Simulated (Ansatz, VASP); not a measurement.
# ZrC in VASP and in Ansatz

```
CELL_PARAMETERS angstrom
0.00000 2.35021 2.37371
2.35021 0.00000 2.37371
2.35021 2.35021 0.00000
ATOMIC_POSITIONS crystal
Zr 0.50000 0.50000 0.50000
C 0.00000 0.00000 0.00000
```

Change from the starting cell: zz strain of +1 %.

Alike in both runs: task single point; functional PBE; k mesh 15 × 15 × 15; occupations fermi-dirac, width 0.05 eV; no spin polarisation.

|  | VASP | Ansatz |
| --- | --- | --- |
| version | VASP 6.6.1 | Ansatz 0.2.0 |
| potentials or method | VASP PAW PBE potentials, release 64 (Zr_sv, C), cutoff 520 eV | all-electron LAPW, scalar-relativistic |

VASP gave:

```
pressure (GPa)                                                : -0.8
traceless stress, the component that is largest in VASP (GPa) : -2.27
```

Task: Which values does Ansatz return?

Result: Pressure (GPa): -0.9; traceless stress, the component that is largest in VASP (GPa): -2.26.

Ansatz ran all-electron here, and VASP with PAW potentials.
